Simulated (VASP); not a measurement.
Here is a VASP 6.6.1 calculation.

File INCAR:

```
SYSTEM = YSe2
PREC     = Accurate       ! precision mode
ENCUT    = 520            ! plane-wave cutoff, eV
EDIFF    = 1E-6           ! SCF threshold, eV
ISMEAR   = 1              ! smearing method
SIGMA    = 0.1            ! smearing width, eV
LREAL    = .False.        ! projectors in reciprocal space
LASPH    = .True.         ! aspherical terms in the spheres
NELM     = 100            ! most SCF steps
ALGO     = Normal         ! electronic algorithm
ISIF     = 2              ! what is computed and relaxed
LWAVE    = .False.        ! write WAVECAR
LCHARG   = .False.        ! write CHGCAR
GGA      = CA             ! functional
NBANDS   = 18             ! bands
```

KPOINTS

```
Automatic mesh
0
Gamma
  8 8 8
  0 0 0
```

POSCAR

```
YSe2
1.0
    0.0000000000      3.4294106005      3.4294106005
    3.4294106005      0.0000000000      3.4294106005
    3.4294106005      3.4294106005      0.0000000000
Y Se
1 2
Direct
    0.0000000000      0.0000000000      0.0000000000
    0.2500000000      0.2500000000      0.2500000000
    0.7500000000      0.7500000000      0.7500000000
```

Potentials or basis: VASP PAW LDA potentials, release 64 (Y_sv, Se).

Command:

```bash
$ cat potpaw_LDA.64/Y_sv/POTCAR potpaw_LDA.64/Se/POTCAR > POTCAR
$ mpirun -np 1 vasp_std > vasp.out
```

Question: Estimate the band gap on the k mesh.

Answer: Zero (an odd number of electrons rules out a gap without spin polarisation).

Question: What does it give for the pressure?

Answer: -4.4 GPa.

Caveat: the cell stands under tension.
